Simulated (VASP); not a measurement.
# MgO (R-3m) in VASP: further runs

Runs on MgO. Level: HSE06. Tasks: single point.

Everything below comes from runs of VASP 6.6.1. Logs are shortened: lines on timing, memory, paths and dates and some standing lists are left out, and cuts for length are marked.

## Step 1: The cell of the first run

The structure is trigonal, space group R-3m (No. 166). Conventional cell: a = 3.003 Å, b = 3.003 Å, c = 7.258 Å, α = 90.00°, β = 90.00°, γ = 120.00°. Within 2.8 Å of Mg (site symmetry -3m) lie 6 O at 2.11 Å. Within 2.8 Å of O (site symmetry -3m) lie 6 Mg at 2.11 Å.

## Step 2: Single point, HSE06 (epitaxial 111 strain +1.0%)

Input file POSCAR:

```
MgO
1.0
   -0.0186088284      2.1045802612      2.1045802612
    2.1045802612     -0.0186088284      2.1045802612
    2.1045802612      2.1045802612     -0.0186088284
Mg O
1 1
Direct
    0.0000000000      0.0000000000      0.0000000000
    0.5000000000      0.5000000000      0.5000000000
```

Input file INCAR.step1:

```
SYSTEM = MgO
ALGO = Normal ; EDIFF = 1E-5
ENCUT = 520 ; GGA = PE
ISIF = 2 ; ISMEAR = 0
LASPH = .True. ; LCHARG = .False.
LREAL = .False. ; LWAVE = .True.
NBANDS = 11 ; NELM = 80
PREC = Accurate ; SIGMA = 0.01
```

Input file INCAR.step2:

```
SYSTEM = MgO
ALGO = Normal ; EDIFF = 1E-6
ENCUT = 520 ; GGA = PE
HFSCREEN = 0.2079 ; ISIF = 2
ISMEAR = 0 ; ISTART = 1
LASPH = .True. ; LCHARG = .False.
LHFCALC = .True. ; LREAL = .False.
LWAVE = .False. ; NBANDS = 11
NELM = 80 ; PREC = Accurate
PRECFOCK = Normal ; SIGMA = 0.01
```

Input file KPOINTS:

```
k-points
0
Gamma
  8 8 8
  0 0 0
```

Potentials or basis: VASP PAW PBE potentials, release 64 (Mg, O).

On the command line:

```bash
cat potpaw_PBE.64/Mg/POTCAR potpaw_PBE.64/O/POTCAR > POTCAR
cp INCAR.step1 INCAR
mpirun -np 1 vasp_std > vasp.out
cp INCAR.step2 INCAR
mpirun -np 1 vasp_std > vasp.out
```

OUTCAR:

```text
SYSTEM = MgO
   EDIFF = 1E-6
   ENCUT = 520
   GGA = PE
   HFSCREEN = 0.2079
   ISIF = 2
   ISMEAR = 0
   ISTART = 1
   LASPH = .True.
   LHFCALC = .True.
   LREAL = .False.
   NELM = 80
   PREC = Accurate
   PRECFOCK = Normal

 ion  position               nearest neighbor table
   1  0.000  0.000  0.000-   2 2.11   2 2.11   2 2.11   2 2.11   2 2.11   2 2.11
   2  0.500  0.500  0.500-   1 2.11   1 2.11   1 2.11   1 2.11   1 2.11   1 2.11

  LATTYP: Found a trigonal (rhomboedric) cell.
 ALAT       =     2.9763841217
 COS(alpha) =     0.4911387392

  Lattice vectors:

 A1 = (  -0.0186088284,   2.1045802612,   2.1045802612)
 A2 = (   2.1045802612,  -0.0186088284,   2.1045802612)
 A3 = (   2.1045802612,   2.1045802612,  -0.0186088284)

Analysis of symmetry for initial positions (statically):
=====================================================================
 Subroutine PRICEL returns:
 Original cell was already a primitive cell.

 Routine SETGRP: Setting up the symmetry group for a
 trigonal (rhombohedral) supercell.

 Subroutine GETGRP returns: Found 12 space group operations
 (whereof 12 operations were pure point group operations)
 out of a pool of 12 trial point group operations.

The static configuration has the point symmetry D_3d.

Analysis of symmetry for dynamics (positions and initial velocities):
=====================================================================
 Subroutine PRICEL returns:
 Original cell was already a primitive cell.

 Routine SETGRP: Setting up the symmetry group for a
 trigonal (rhombohedral) supercell.

 Subroutine GETGRP returns: Found 12 space group operations
 (whereof 12 operations were pure point group operations)
 out of a pool of 12 trial point group operations.

The dynamic configuration has the point symmetry D_3d.

 Subroutine INISYM returns: Found 12 space group operations
 (whereof 12 operations are pure point group operations),
 and found     1 'primitive' translations

----------------------------------------------------------------------------------------

                                     Primitive cell

  volume of cell :      18.8907

  direct lattice vectors                    reciprocal lattice vectors
    -0.018608828  2.104580261  2.104580261    -0.234449052  0.236540558  0.236540558
     2.104580261 -0.018608828  2.104580261     0.236540558 -0.234449052  0.236540558
     2.104580261  2.104580261 -0.018608828     0.236540558  0.236540558 -0.234449052

  length of vectors
     2.976384122  2.976384122  2.976384122     0.408496302  0.408496302  0.408496302

  position of ions in fractional coordinates (direct lattice)
     0.000000000  0.000000000  0.000000000
     0.500000000  0.500000000  0.500000000

  ion indices of the primitive-cell ions
   primitive index   ion index
                 1           1
                 2           2

----------------------------------------------------------------------------------------

 KPOINTS: k-points

Automatic generation of k-mesh.
 Grid dimensions read from file:
 generate k-points for:    8    8    8

 Generating k-lattice:

  Cartesian coordinates                     Fractional coordinates (reciprocal lattice)
    -0.029306131  0.029567570  0.029567570     0.125000000  0.000000000 -0.000000000
     0.029567570 -0.029306131  0.029567570     0.000000000  0.125000000 -0.000000000
     0.029567570  0.029567570 -0.029306131     0.000000000  0.000000000  0.125000000

  Length of vectors
     0.051062038  0.051062038  0.051062038

  Shift w.r.t. Gamma in fractional coordinates (k-lattice)
     0.000000000  0.000000000  0.000000000

 Subroutine IBZKPT returns following result:
 ===========================================

 Found     65 irreducible k-points:

 Following reciprocal coordinates:
            Coordinates               Weight
  0.000000  0.000000  0.000000      1.000000
  0.125000  0.000000  0.000000      6.000000
  0.250000  0.000000  0.000000      6.000000
  0.375000  0.000000  0.000000      6.000000
  0.500000  0.000000  0.000000      3.000000
  0.125000  0.125000  0.000000      6.000000
[... 16 lines left out ...]
  0.250000  0.125000  0.125000      6.000000
  0.375000  0.125000  0.125000      6.000000
 [... further k-points ...]
   k-points           NKPTS =     65   k-points in BZ     NKDIM =    512   number of bands    NBANDS=     11
   number of dos      NEDOS =    301   number of ions     NIONS =      2
   total plane-waves  NPLWV =  13824
   dimension x,y,z NGX =    24 NGY =   24 NGZ =   24
   dimension x,y,z NGXF=    48 NGYF=   48 NGZF=   48
   ions per type =               1   1
   NGX,Y,Z   is equivalent  to a cutoff of  13.41, 13.41, 13.41 a.u.
   NGXF,Y,Z  is equivalent  to a cutoff of  26.81, 26.81, 26.81 a.u.
 SYSTEM =  MgO
   PREC   = accura    normal or accurate (medium, high low for compatibility)
   ISTART =      1    job   : 0-new  1-cont  2-samecut
   ICHARG =      0    charge: 1-file 2-atom 10-const
   ISPIN  =      1    spin polarized calculation?
   LNONCOLLINEAR =      F non collinear calculations
   LSORBIT =      F    spin-orbit coupling
   LASPH  =      T    aspherical Exc in radial PAW
   ENCUT  =  520.0 eV  38.22 Ry    6.18 a.u.   5.53  5.53  5.53*2*pi/ulx,y,z
   NELM   =     80;   NELMIN=  2; NELMDL=  0     # of ELM steps
   EDIFF  = 0.1E-05   stopping-criterion for ELM
   LREAL  =      F    real-space projection
   EDIFFG = 0.1E-04   stopping-criterion for IOM
   NSW    =      0    number of steps for IOM
   IBRION =     -1    ionic relax: 0-MD 1-quasi-New 2-CG
   NFREE  =      0    steps in history (QN), initial steepest desc. (CG)
   ISIF   =      2    stress and relaxation
   ISYM   =      3    0-nonsym 1-usesym 2-fastsym
   POTIM  = 0.5000    time-step for ionic-motion
   TEBEG  =    0.0;   TEEND  =   0.0 temperature during run
   PSTRESS=    0.0 pullay stress
   NELECT =       8.0000    total number of electrons
   NUPDOWN=      -1.0000    fix difference up-down
   EMIN   =  10.00;   EMAX   =-10.00  energy-range for DOS
   EFERMI =   0.00;   METHOD = LEGACY
   ISMEAR =     0;   SIGMA  =   0.01  broadening in eV -4-tet -1-fermi 0-gaus
   EFERMI_NEDOS =   21; number of points for ismear=-14 and -15
   IALGO  =     38    algorithm
   IMIX   =      1    mixing-type and parameters
     AMIX     =   0.40;   BMIX     =  1.00
     AMIX_MAG =   1.60;   BMIX_MAG =  1.00
  volume/ion in A,a.u.               =       9.45        63.74
  Fermi-wavevector in a.u.,A,eV,Ry     =   1.229387  2.323205 20.563744  1.511393
  Thomas-Fermi vector in A             =   2.364276
   LORBIT       =      0    0 simple, 1 ext, 2 COOP (PROOUT), +10 PAW based schemes
   GGA     = PE    functional components
   LHFCALC =     T    Hartree Fock is set to
   PRECFOCK=normal    Normal, Fast or Accurate (Low or Medium for compatibility)
   ENCUT4O =  -1.0   cutoff for four orbital integrals eV
   NKREDX  =     1    reduce k-point grid by
   NKREDY  =     1    reduce k-point grid by
   NKREDZ  =     1    reduce k-point grid by
   AEXX    =    0.2500 exact exchange contribution
   HFSCREEN=    0.2079 screening length (either q_TF or 0.3 A-1)
   HFSCREENC=   0.2079 screening length for correlation (either q_TF or 0.3 A-1)
   ENCUTFOCK=  -1.0 apply spherical cutoff to Coloumb kernel
   IVDW    =     0    specifies the selected vdW correction
   LEPSILON=     F    determine dielectric tensor
   LRPA    =     F    only Hartree local field effects (RPA)
 non-spin polarized calculation
 Gauss-broadening in eV      SIGMA  =   0.01
  energy-cutoff  :      520.00
  volume of cell :       18.89
 maximum number of plane-waves:       531
 NGX is ok and might be reduce to    24
  NGX = 18; NGY = 18; NGZ = 18

 number of electron       8.0000004 magnetization

 Free energy of the ion-electron system (eV)
  ---------------------------------------------------
  ext. energy  EPLUGINS =         0.00000000
  ---------------------------------------------------
  free energy    TOTEN  =       -14.20465110 eV

  energy without entropy =      -14.20465110  energy(sigma->0) =      -14.20465110

 E-fermi :   2.0257     XC(G=0):  -9.0560

 val. band max:        1.9270989996   @ k =   0.0000   0.0000   0.0000
 cond. band min:       8.1799040361   @ k =   0.0000   0.0000   0.0000
 fundamental gap:      6.2528050365
 Fermi energy:         2.0256613399

 k-point     1 :       0.0000    0.0000    0.0000
  band No.  band energies     occupation
      1     -16.9024      2.00000
      2       1.8323      2.00000
      3       1.8323      2.00000
      4       1.9271      2.00000
      5       8.1799      0.00000
      6      19.4117      0.00000
      7      19.4117      0.00000
      8      19.8113      0.00000
      9      23.4354      0.00000
     10      25.3643      0.00000
     11      25.3643      0.00000

 k-point     2 :       0.1250    0.0000    0.0000
  band No.  band energies     occupation
      1     -16.7353      2.00000
      2       0.8719      2.00000
      3       1.7251      2.00000
      4       1.8069      2.00000
      5       9.1120      0.00000
      6      17.7913      0.00000
      7      19.7945      0.00000
      8      20.1332      0.00000
      9      24.3372      0.00000
     10      24.4416      0.00000
     11      25.6809      0.00000

 k-point     3 :       0.2500    0.0000    0.0000
  band No.  band energies     occupation
      1     -16.3024      2.00000
      2      -0.9365      2.00000
      3       1.4776      2.00000
      4       1.5521      2.00000
      5      10.6484      0.00000
      6      16.3001      0.00000
      7      20.3560      0.00000
      8      20.6009      0.00000
      9      23.8715      0.00000
     10      24.1433      0.00000
     11      25.8950      0.00000
[... 267 lines left out ...]
 k-point    23 :       0.2500    0.1250    0.1250
  band No.  band energies     occupation
      1     -16.4728      2.00000
      2      -0.0611      2.00000
      3       1.3174      2.00000
      4       1.6380      2.00000
      5      10.2477      0.00000
      6      16.6367      0.00000
      7      19.9913      0.00000
      8      20.4876      0.00000
      9      22.6296      0.00000
     10      24.7504      0.00000
     11      27.3545      0.00000

 k-point    24 :       0.3750    0.1250    0.1250
  band No.  band energies     occupation
      1     -16.0228      2.00000
      2      -1.4969      2.00000
      3       0.8660      2.00000
      4       1.3955      2.00000
      5      11.6703      0.00000
      6      15.7937      0.00000
      7      19.4467      0.00000
      8      20.9962      0.00000
      9      22.7059      0.00000
     10      25.3964      0.00000
     11      27.5124      0.00000

 [... further k-points ...]
[... 5 lines left out ...]
  --------------------------------------------------------------------------------------
  -------------------------------------------------------------------------------------
  Total       -0.3933334     -0.3933334     -0.3933334      0.1562026      0.1562026      0.1562026
  in kB      -33.3597515    -33.3597515    -33.3597515     13.2480027     13.2480027     13.2480027
  external PRESSURE =     -33.3597515 kB  Pullay stress =       0.0000000 kB

 VOLUME and BASIS-vectors are now :
 -----------------------------------------------------------------------------
  energy-cutoff  :      520.00
  volume of cell :       18.89
      direct lattice vectors                 reciprocal lattice vectors
    -0.018608828  2.104580261  2.104580261    -0.234449052  0.236540558  0.236540558
     2.104580261 -0.018608828  2.104580261     0.236540558 -0.234449052  0.236540558
     2.104580261  2.104580261 -0.018608828     0.236540558  0.236540558 -0.234449052

 POSITION                                       TOTAL-FORCE (eV/Angst)
 -----------------------------------------------------------------------------------
      0.00000      0.00000      0.00000         0.000000      0.000000      0.000000
      2.09528      2.09528      2.09528        -0.000000     -0.000000     -0.000000
 -----------------------------------------------------------------------------------
    total drift:                               -0.000064     -0.000026     -0.000066

  FREE ENERGIE OF THE ION-ELECTRON SYSTEM (eV)
  ---------------------------------------------------
  free  energy   TOTEN  =       -14.2046510993 eV

  energy  without entropy=      -14.2046510993  energy(sigma->0) =      -14.20465110
```

Wall time 75 min (1 thread of AMD EPYC 7R43 (Zen 3), shared host); peak memory 0.23 GiB.

What came out:

* Free energy: -14.2047 eV
* Pressure: -3.3 GPa
* Band gap on the k mesh: 6.25 eV

Levels at points of the mesh, in eV from the valence-band top:
| k point | band 1 | band 2 | band 3 | band 4 | band 5 | band 6 | band 7 | band 8 | band 9 |
| --- | --- | --- | --- | --- | --- | --- | --- | --- | --- |
| (0.00, 0.00, 0.00) | -18.83 | -0.09 | -0.09 | 0.00 | 6.25 | 17.48 | 17.48 | 17.88 | 21.51 |
| (0.50, 0.00, 0.00) | -17.52 | -4.96 | -0.78 | -0.71 | 9.55 | 14.61 | 18.11 | 18.29 | 22.83 |
| (0.50, 0.50, 0.00) | -17.24 | -4.40 | -1.57 | -1.46 | 10.75 | 11.67 | 15.16 | 21.03 | 21.22 |
| (0.50, 0.50, 0.50) | -17.48 | -4.90 | -0.82 | -0.82 | 9.43 | 14.81 | 17.94 | 17.94 | 22.67 |

Caveat: the cell differs from its parent crystal (epitaxial 111 strain +1.0%); the cell stands under tension; the PAW data sets were made with another functional, which shifts forces and pressure a little.

[end of part 1 of 2]
